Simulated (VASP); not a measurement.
# BN (Qingsongite) (R3m) in VASP: notebook, part 2 of 2

VASP 6.6.1.

## (3) Single point, PBE

Contents of INCAR:

```
SYSTEM = BN
ALGO     = Normal         ! electronic algorithm
EDIFF    = 1E-6           ! SCF threshold, eV
ENCUT    = 600            ! plane-wave cutoff, eV
GGA      = PE             ! functional
GGA_COMPAT= .False.      
ISIF     = 2              ! what is computed and relaxed
ISMEAR   = -1             ! smearing method
LASPH    = .True.         ! aspherical terms in the spheres
LCHARG   = .True.         ! write CHGCAR
LELF     = .True.         ! ELF
LREAL    = .False.        ! projectors in reciprocal space
LVHAR    = .True.       
LWAVE    = .False.        ! write WAVECAR
NBANDS   = 11             ! bands
NELM     = 120            ! most SCF steps
PREC     = Accurate       ! precision mode
SIGMA    = 0.02           ! smearing width, eV
```

Contents of KPOINTS:

```
k-points
0
Gamma
  10 10 10
  0 0 0
```

Contents of POSCAR:

```
BN
1.0
    0.0060250000      1.8105125000      1.8105125000
    1.8105125000      0.0060250000      1.8105125000
    1.8105125000      1.8105125000      0.0060250000
B N
1 1
Direct
    0.0000000000      0.0000000000      0.0000000000
    0.2500000000      0.2500000000      0.2500000000
```

Potentials or basis: VASP PAW PBE potentials, release 64 (B, N).

Started as:

```console
cat potpaw_PBE.64/B/POTCAR potpaw_PBE.64/N/POTCAR > POTCAR
mpirun -np 1 vasp_std > vasp.out
```

OUTCAR:

```text
SYSTEM = BN
   EDIFF = 1E-6
   ENCUT = 600
   GGA = PE
   ISIF = 2
   ISMEAR = -1
   LASPH = .True.
   LREAL = .False.
   NELM = 120
   PREC = Accurate

 ion  position               nearest neighbor table
   1  0.000  0.000  0.000-   2 1.56   2 1.56   2 1.56   2 1.57
   2  0.250  0.250  0.250-   1 1.56   1 1.56   1 1.56   1 1.57

  LATTYP: Found a trigonal (rhomboedric) cell.
 ALAT       =     2.5604584211
 COS(alpha) =     0.5033250001

  Lattice vectors:

[... 523 lines left out ...]

  FORCE on cell =-STRESS in cart. coord.  units (eV):
  Direction    XX          YY          ZZ          XY          YZ          ZX
  --------------------------------------------------------------------------------------
  -------------------------------------------------------------------------------------
  Total        0.2236864      0.2236864      0.2236864     -0.1114030     -0.1114030     -0.1114030
  in kB       30.3451212     30.3451212     30.3451212    -15.1128407    -15.1128407    -15.1128407
  external PRESSURE =      30.3451212 kB  Pullay stress =       0.0000000 kB

 VOLUME and BASIS-vectors are now :
 -----------------------------------------------------------------------------
  energy-cutoff  :      600.00
  volume of cell :       11.81
      direct lattice vectors                 reciprocal lattice vectors
     0.006025000  1.810512500  1.810512500    -0.277547262  0.276626707  0.276626707
     1.810512500  0.006025000  1.810512500     0.276626707 -0.277547262  0.276626707
     1.810512500  1.810512500  0.006025000     0.276626707  0.276626707 -0.277547262

 POSITION                                       TOTAL-FORCE (eV/Angst)
 -----------------------------------------------------------------------------------
      0.00000      0.00000      0.00000         0.005604      0.005604      0.005604
      0.90676      0.90676      0.90676        -0.005604     -0.005604     -0.005604
 -----------------------------------------------------------------------------------
    total drift:                                0.000005      0.000005      0.000005

  FREE ENERGIE OF THE ION-ELECTRON SYSTEM (eV)
  ---------------------------------------------------
  free  energy   TOTEN  =       -17.4528439008 eV

  energy  without entropy=      -17.4528439008  energy(sigma->0) =      -17.45284390
```

OSZICAR:

```text
N       E                     dE             d eps       ncg     rms          rms(c)
DAV:   1     0.158400567115E+02    0.15840E+02   -0.54195E+03  2619   0.809E+02
DAV:   2    -0.177658603406E+02   -0.33606E+02   -0.32600E+02  3060   0.193E+02
DAV:   3    -0.184179208628E+02   -0.65206E+00   -0.65099E+00  3062   0.223E+01
DAV:   4    -0.184187709648E+02   -0.85010E-03   -0.85009E-03  2726   0.891E-01
DAV:   5    -0.184187717608E+02   -0.79600E-06   -0.79600E-06  2990   0.271E-02    0.668E+00
DAV:   6    -0.175387270484E+02    0.88004E+00   -0.29411E+00  2861   0.104E+01    0.324E+00
DAV:   7    -0.174668651419E+02    0.71862E-01   -0.10252E-01  2870   0.268E+00    0.191E+00
DAV:   8    -0.174525664252E+02    0.14299E-01   -0.35944E-02  2856   0.139E+00    0.193E-01
DAV:   9    -0.174527503771E+02   -0.18395E-03   -0.93311E-04  2717   0.264E-01    0.836E-02
DAV:  10    -0.174528387026E+02   -0.88326E-04   -0.12398E-04  2712   0.101E-01    0.154E-02
DAV:  11    -0.174528438276E+02   -0.51250E-05   -0.86414E-06  3052   0.248E-02    0.103E-02
DAV:  12    -0.174528439008E+02   -0.73194E-07   -0.14355E-06  1555   0.890E-03
   1 F= -.17452844E+02 E0= -.17452844E+02  d E =-.736270E-11
```

Run time: 12 s. Hardware: 1 thread of Intel Xeon 8259CL, shared host; peak memory 0.13 GiB.

Results:

- Free energy: -17.4528 eV
- Pressure: 3.0 GPa
- Largest force: 0.010 eV/Å
- Band gap on the k mesh: 4.45 eV, indirect (least direct gap 8.72 eV)

Forces on the atoms (eV/Å):
```
B    0.006  0.006  0.006
N   -0.006 -0.006 -0.006
```

Stress tensor (GPa, compression positive):
```
 3.03 -1.51 -1.51
-1.51  3.03 -1.51
-1.51 -1.51  3.03
```

## (4) Single point, PBE

Contents of INCAR:

```
SYSTEM = BN
PREC = Accurate
ENCUT = 600
EDIFF = 1E-6
ISMEAR = -1
SIGMA = 0.02
LREAL = .FALSE.
LASPH = .TRUE.
NELM = 120
ALGO = Normal
ISIF = 2
LWAVE = .FALSE.
LCHARG = .TRUE.
GGA = PE
LELF = .TRUE.
LVHAR = .TRUE.
NBANDS = 11
GGA_COMPAT = .FALSE.
```

Contents of KPOINTS:

```
Automatic mesh
0
G
  10 10 10
  0 0 0
```

Contents of POSCAR:

```
BN
1.0
    0.0120500000      1.8135250000      1.8135250000
    1.8135250000      0.0120500000      1.8135250000
    1.8135250000      1.8135250000      0.0120500000
B N
1 1
Direct
    0.0000000000      0.0000000000      0.0000000000
    0.2500000000      0.2500000000      0.2500000000
```

Started as:

```console
cat potpaw_PBE.64/B/POTCAR potpaw_PBE.64/N/POTCAR > POTCAR
mpirun -np 1 vasp_std > vasp.out
```

Run time: 12 s. Hardware: 1 thread of Intel Xeon 8259CL, shared host; peak memory 0.13 GiB.

It converged, with:

```yaml
Free_energy: -17.4512 eV
Pressure: 3.1 GPa
Largest_force: 0.017 eV/Å
Band_gap_on_the_k_mesh: 4.44 eV, indirect (least direct gap 8.60 eV)
```

Forces on the atoms (eV/Å):
```
B    0.010  0.010  0.010
N   -0.010 -0.010 -0.010
```

Stress tensor (GPa, compression positive):
```
 3.08 -3.01 -3.01
-3.01  3.08 -3.01
-3.01 -3.01  3.08
```

Levels at points of the mesh, in eV from the valence-band top:
| k point | band 1 | band 2 | band 3 | band 4 | band 5 | band 6 | band 7 | band 8 | band 9 |
| --- | --- | --- | --- | --- | --- | --- | --- | --- | --- |
| (0.00, 0.00, 0.00) | -20.25 | -0.04 | 0.00 | 0.00 | 8.60 | 8.90 | 8.90 | 10.37 | 24.74 |
| (0.50, 0.00, 0.00) | -16.00 | -10.70 | -1.99 | -1.97 | 10.04 | 10.60 | 10.77 | 15.25 | 23.42 |
| (0.50, 0.50, 0.00) | -14.66 | -8.93 | -4.98 | -4.86 | 4.44 | 9.22 | 17.88 | 17.91 | 20.78 |
| (0.50, 0.50, 0.50) | -16.11 | -10.73 | -1.88 | -1.88 | 10.31 | 10.76 | 10.76 | 15.21 | 23.50 |

A k mesh can miss the band edges. As with any semilocal functional, this PBE gap is likely too small.

## (5) Single point, PBE

Contents of INCAR:

```
PREC = Accurate
ENCUT = 600
EDIFF = 1E-6
ISMEAR = -1
SIGMA = 0.02
LREAL = F
LASPH = T
NELM = 120
ALGO = Normal
ISIF = 2
LWAVE = F
LCHARG = F
GGA = PE
NBANDS = 11
GGA_COMPAT = F
```

Contents of KPOINTS:

```
Automatic mesh
0
Gamma
  10 10 10
```

Contents of POSCAR:

```
BN
1.0
    0.0180750000      1.8165375000      1.8165375000
    1.8165375000      0.0180750000      1.8165375000
    1.8165375000      1.8165375000      0.0180750000
B N
1 1
Direct
    0.0000000000      0.0000000000      0.0000000000
    0.2500000000      0.2500000000      0.2500000000
```

Started as:

```console
cat potpaw_PBE.64/B/POTCAR potpaw_PBE.64/N/POTCAR > POTCAR
mpirun -np 1 vasp_std > vasp.out
```

Wall time 13 s (1 thread of Intel Xeon 8259CL, shared host); peak memory 0.14 GiB.

It converged, with:

```
Free energy            : -17.4484 eV
Pressure               : 3.2 GPa
Largest force          : 0.022 eV/Å
Band gap on the k mesh : 4.43 eV, indirect (least direct gap 8.47 eV)
```

Forces on the atoms (eV/Å):
```
B    0.013  0.013  0.013
N   -0.013 -0.013 -0.013
```

Stress tensor (GPa, compression positive):
```
 3.16 -4.50 -4.50
-4.50  3.16 -4.50
-4.50 -4.50  3.16
```

Levels at points of the mesh, in eV from the valence-band top:
```csv
k point,band 2,band 3,band 4,band 5,band 6,band 7
"(0.00, 0.00, 0.00)",-0.06,0.00,0.00,8.47,8.93,8.93
"(0.50, 0.00, 0.00)",-10.70,-2.01,-1.99,9.97,10.57,10.80
"(0.50, 0.50, 0.00)",-8.94,-5.01,-4.83,4.43,9.22,17.86
"(0.50, 0.50, 0.50)",-10.75,-1.85,-1.85,10.40,10.79,10.79
```

A k mesh can miss the band edges. A hybrid or GW would open this gap; PBE tends to underestimate it.

## (6) The runs side by side

```tsv
cell	gap on the mesh (eV)	pressure (GPa)	largest force (eV/Å)
a = 2.552 Å, angles 60.2°, 2 atoms	4.45	3.0	0.01
a = 2.560 Å, angles 59.8°, 2 atoms	4.45	3.0	0.01
a = 2.565 Å, angles 59.6°, 2 atoms	4.44	3.1	0.02
a = 2.569 Å, angles 59.3°, 2 atoms	4.43	3.2	0.02
```

Alike in all rows: task single point; level PBE; potentials or basis VASP PAW PBE potentials, release 64 (B, N); no spin polarisation; k mesh 10 × 10 × 10; cutoff (eV) 600; smearing fermi-dirac 0.02 eV.

Total energies depend on the potentials used, so only differences within one code and one set of settings carry meaning.
